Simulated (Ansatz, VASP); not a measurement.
Ge2P in VASP and in Ansatz

```
Ge P
1.0
     0.00000    3.18176    3.18176
     3.18176    0.00000    3.18176
     3.18176    3.18176    0.00000
Ge P
2 1
Cartesian
  1.5909 1.5909 1.5909
  4.7726 4.7726 4.7726
  0.0000 0.0000 0.0000
```

Change from the starting cell: species swapped into the K2Te type (Fm-3m, No. 225).

Alike in both runs: functional PBE; k mesh 4 × 4 × 4; occupations gaussian, width 0.1 eV; no spin polarisation.

Ansatz relaxed the structure, and its values are those at the end. VASP's run is a single point on that final structure, the one shown.

```csv
,VASP,Ansatz
version,VASP 6.6.1,Ansatz 0.2.0
potentials or method,"VASP PAW PBE potentials, release 64 (Ge_d, P), cutoff 520 eV","scalar-relativistic, plane waves, PAW"
valence electrons in the cell,33,33
```

```tsv
	VASP	Ansatz	Ansatz less VASP
gap on the k mesh at the Fermi level (eV)	none	none	-
pressure (GPa)	-0.1	-0.1	+0.03
```

A gap of «none» marks a metal or a gap that the smearing closes. The functional is the same, so the differences come from potentials, cutoffs and numerics.

The k mesh is coarse, so the values compare programs but aren't converged.
